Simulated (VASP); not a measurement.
# AlN (F-43m) in VASP: notebook, part 2 of 3

VASP 6.6.1. Earlier steps stand in the parts before.

## (3) Vibrations by perturbation theory, LDA (phonons at volume x 0.98)

Contents of INCAR:

```
SYSTEM = AlN
ALGO     = Normal         ! electronic algorithm
EDIFF    = 1E-8           ! SCF threshold, eV
ENCUT    = 520            ! plane-wave cutoff, eV
GGA      = CA             ! functional
IBRION   = 8              ! ionic algorithm
ISIF     = 2              ! what is computed and relaxed
ISMEAR   = 0              ! smearing method
LASPH    = .TRUE.         ! aspherical terms in the spheres
LCHARG   = .TRUE.         ! write CHGCAR
LEPSILON = .TRUE.         ! dielectric tensor by DFPT
LREAL    = .FALSE.        ! projectors in reciprocal space
LWAVE    = .FALSE.        ! write WAVECAR
NELM     = 60             ! most SCF steps
NSW      = 1              ! ionic steps
PREC     = Accurate       ! precision mode
SIGMA    = 0.01           ! smearing width, eV
```

Contents of KPOINTS:

```
k-points
0
G
  10 10 10
  0 0 0
```

Contents of POSCAR:

```
AlN
1.0
    0.0000000000      2.1565688339      2.1565688339
    2.1565688339      0.0000000000      2.1565688339
    2.1565688339      2.1565688339      0.0000000000
Al N
1 1
Direct
    0.0000000000      0.0000000000      0.0000000000
    0.7500000000      0.7500000000      0.7500000000
```

Potentials or basis: VASP PAW LDA potentials, release 64 (Al, N).

Started as:

```bash
$ cat potpaw_LDA.64/Al/POTCAR potpaw_LDA.64/N/POTCAR > POTCAR
$ mpirun -np 1 vasp_std > vasp.out
```

OUTCAR:

```text
SYSTEM = AlN
   EDIFF = 1E-8
   ENCUT = 520
   GGA = CA
   IBRION = 8
   ISIF = 2
   ISMEAR = 0
   LASPH = .TRUE.
   LEPSILON = .TRUE.
   LREAL = .FALSE.
   NELM = 60
   NSW = 1
   PREC = Accurate

 ion  position               nearest neighbor table
   1  0.000  0.000  0.000-   2 1.87   2 1.87   2 1.87   2 1.87
   2  0.750  0.750  0.750-   1 1.87   1 1.87   1 1.87   1 1.87

  LATTYP: Found a face centered cubic cell.
 ALAT       =     4.3131376678

  Lattice vectors:

 A1 = (   0.0000000000,   2.1565688339,   2.1565688339)
 A2 = (   2.1565688339,   0.0000000000,   2.1565688339)
 A3 = (   2.1565688339,   2.1565688339,   0.0000000000)

Analysis of symmetry for initial positions (statically):
=====================================================================
 Subroutine PRICEL returns:
 Original cell was already a primitive cell.

 Routine SETGRP: Setting up the symmetry group for a
 face centered cubic supercell.

 Subroutine GETGRP returns: Found 24 space group operations
 (whereof 24 operations were pure point group operations)
 out of a pool of 48 trial point group operations.

The static configuration has the point symmetry T_d .

Analysis of symmetry for dynamics (positions and initial velocities):
=====================================================================
 Subroutine PRICEL returns:
 Original cell was already a primitive cell.

 Routine SETGRP: Setting up the symmetry group for a
 face centered cubic supercell.

 Subroutine GETGRP returns: Found 24 space group operations
 (whereof 24 operations were pure point group operations)
 out of a pool of 48 trial point group operations.

The dynamic configuration has the point symmetry T_d .

 Subroutine INISYM returns: Found 24 space group operations
 (whereof 24 operations are pure point group operations),
 and found     1 'primitive' translations

----------------------------------------------------------------------------------------

                                     Primitive cell

  volume of cell :      20.0595

  direct lattice vectors                    reciprocal lattice vectors
     0.000000000  2.156568834  2.156568834    -0.231849776  0.231849776  0.231849776
     2.156568834  0.000000000  2.156568834     0.231849776 -0.231849776  0.231849776
     2.156568834  2.156568834  0.000000000     0.231849776  0.231849776 -0.231849776

  length of vectors
     3.049848893  3.049848893  3.049848893     0.401575591  0.401575591  0.401575591

  position of ions in fractional coordinates (direct lattice)
     0.000000000  0.000000000  0.000000000
     0.750000000  0.750000000  0.750000000

[... 452 lines left out ...]
 -----------------------------------------------------------------------------
    -0.00037  0.60106  0.00000
     0.60106 -0.00037  0.00000
     0.00000  0.00000  0.00037

--------------------------------------- Ionic step        4  -------------------------------------------

------------------------ aborting loop because EDIFF is reached ----------------------------------------

[... ionic steps 5 to 6 ...]

--------------------------------------- Ionic step        7  -------------------------------------------

 Free energy of the ion-electron system (eV)
  ---------------------------------------------------
  ---------------------------------------------------
  free energy    TOTEN  =        -0.23533035 eV

  energy without entropy =       -0.23533035

------------------------ aborting loop because EDIFF is reached ----------------------------------------

 INTERNAL STRAIN TENSOR  FOR ION    2  DIRECTION 1   (eV/Angst):
 -----------------------------------------------------------------------------
     0.00093  0.00000  0.00000
     0.00000 -0.00013 10.81920
     0.00000 10.81920 -0.00013

 MACROSCOPIC STATIC DIELECTRIC TENSOR (including local field effects in DFT)
 ------------------------------------------------------
           4.508760    -0.000000     0.000000
          -0.000000     4.508760    -0.000000
           0.000000     0.000000     4.508760
 ------------------------------------------------------

 PIEZOELECTRIC TENSOR (including local field effects)  for field in x, y, z        (e  Angst)
          XX          YY          ZZ          XY          YZ          ZX
  --------------------------------------------------------------------------------
  x     0.00000     0.00000    -0.00000     0.00000     0.75236     0.00000
  y    -0.00000     0.00000    -0.00000     0.00000     0.00000     0.75236
  z    -0.00000    -0.00000     0.00000     0.75236     0.00000     0.00000

 PIEZOELECTRIC TENSOR (including local field effects)  for field in x, y, z        (C/m^2)
          XX          YY          ZZ          XY          YZ          ZX
  --------------------------------------------------------------------------------
  x     0.00000     0.00000    -0.00000     0.00000     0.60092     0.00000
  y    -0.00000     0.00000    -0.00000     0.00000     0.00000     0.60092
  z    -0.00000    -0.00000     0.00000     0.60092     0.00000     0.00000

 BORN EFFECTIVE CHARGES (including local field effects) (in |e|, cummulative output)
 ---------------------------------------------------------------------------------
 ion    1
    1     2.52731     0.00000     0.00000
    2     0.00000     2.52731     0.00000
    3     0.00000     0.00000     2.52731
 ion    2
    1    -2.52731    -0.00000    -0.00000
    2    -0.00000    -2.52731    -0.00000
    3    -0.00000    -0.00000    -2.52731

 INTERNAL STRAIN TENSOR FOR ION    2 for displacements in x,y,z  (eV/Angst):
          X           Y           Z          XY          YZ          ZX
  --------------------------------------------------------------------------------
  x     0.00000    -0.00000    -0.00000     0.00000    10.81920     0.00000
  y     0.00000     0.00000    -0.00000     0.00000     0.00000    10.81920
  z    -0.00000     0.00000     0.00000    10.81920     0.00000     0.00000

 SECOND DERIVATIVES (NOT SYMMETRIZED)
 ------------------------------------
               1X          1Y          1Z          2X          2Y          2Z
  1X   -16.148279    0.000000    0.000000   16.148279    0.000000    0.000000
  1Y     0.000000  -16.148279    0.000000    0.000000   16.148279    0.000000
  1Z     0.000000    0.000000  -16.148279    0.000000    0.000000   16.148279
  2X    16.144846    0.000000    0.000000  -16.144846    0.000000    0.000000
  2Y     0.000000   16.144846    0.000000    0.000000  -16.144846    0.000000
  2Z     0.000000    0.000000   16.144846    0.000000    0.000000  -16.144846

 Eigenvectors and eigenvalues of the dynamical matrix
 ----------------------------------------------------

   1 f  =   20.690524 THz   130.002394 2PiTHz  690.161578 cm-1    85.569091 meV
             X         Y         Z           dx          dy          dz
      0.000000  0.000000  0.000000     0.000000    0.584539    0.000000
      3.234853  3.234853  3.234853     0.000000   -0.811366    0.000000
[... 21 lines left out ...]
   6 f/i=    0.001043 THz     0.006554 2PiTHz    0.034795 cm-1     0.004314 meV
             X         Y         Z           dx          dy          dz
      0.000000  0.000000  0.000000     0.000000    0.000000    0.811366
      3.234853  3.234853  3.234853     0.000000    0.000000    0.584539

--------------------------------------------------------------------------------------------------------

 MACROSCOPIC STATIC DIELECTRIC TENSOR IONIC CONTRIBUTION
 ------------------------------------------------------
           3.568475     0.000000     0.000000
           0.000000     3.568475     0.000000
           0.000000     0.000000     3.568475
 ------------------------------------------------------

 ELASTIC MODULI CONTR FROM IONIC RELAXATION (kBar)
 Direction    XX          YY          ZZ          XY          YZ          ZX
 --------------------------------------------------------------------------------
 XX          -0.0000     -0.0000      0.0000     -0.0000     -0.0000     -0.0000
 YY          -0.0000     -0.0000      0.0000      0.0000     -0.0000     -0.0000
 ZZ           0.0000      0.0000     -0.0000     -0.0000      0.0000      0.0000
 XY          -0.0000      0.0000     -0.0000   -547.5902      0.0000      0.0000
 YZ          -0.0000     -0.0000      0.0000      0.0000   -547.5902      0.0000
 ZX          -0.0000     -0.0000      0.0000      0.0000      0.0000   -547.5902
 --------------------------------------------------------------------------------

 PIEZOELECTRIC TENSOR IONIC CONTR  for field in x, y, z        (C/m^2)
          XX          YY          ZZ          XY          YZ          ZX
  --------------------------------------------------------------------------------
  x    -0.00000    -0.00000     0.00000    -0.00000    -1.31535    -0.00000
  y    -0.00000    -0.00000     0.00000    -0.00000    -0.00000    -1.31535
  z    -0.00000     0.00000    -0.00000    -1.31535    -0.00000    -0.00000
```

Run time: 41 s. Hardware: 1 thread of Intel Xeon 6975P-C (Granite Rapids), shared host; peak memory 0.19 GiB.

Results:

```yaml
Electronic_dielectric_tensor_diagonal: 4.51
Born_charges_mean_of_the_diagonal: Al +2.53; N -2.53 e
Highest_phonon_frequency_at_Γ_LO-TO_splitting_left_out: 690 cm⁻¹
```

Phonon frequencies in cm⁻¹ (negative: imaginary):
| q point | frequencies |
| --- | --- |
| (0.000, 0.000, 0.000) | 0 0 0 690 690 690 |

Electronic dielectric tensor:
```
4.51 0.00 0.00
0.00 4.51 0.00
0.00 0.00 4.51
```

Born effective charge tensors (e):
atom 1, Al
```
2.53 0.00 0.00
0.00 2.53 0.00
0.00 0.00 2.53
```
atom 2, N
```
-2.53  0.00  0.00
 0.00 -2.53  0.00
 0.00  0.00 -2.53
```

Caveat: the cell differs from its parent crystal (phonons at volume x 0.98); the cell wasn't relaxed at this level first, which shifts response properties.

[end of part 2 of 3]
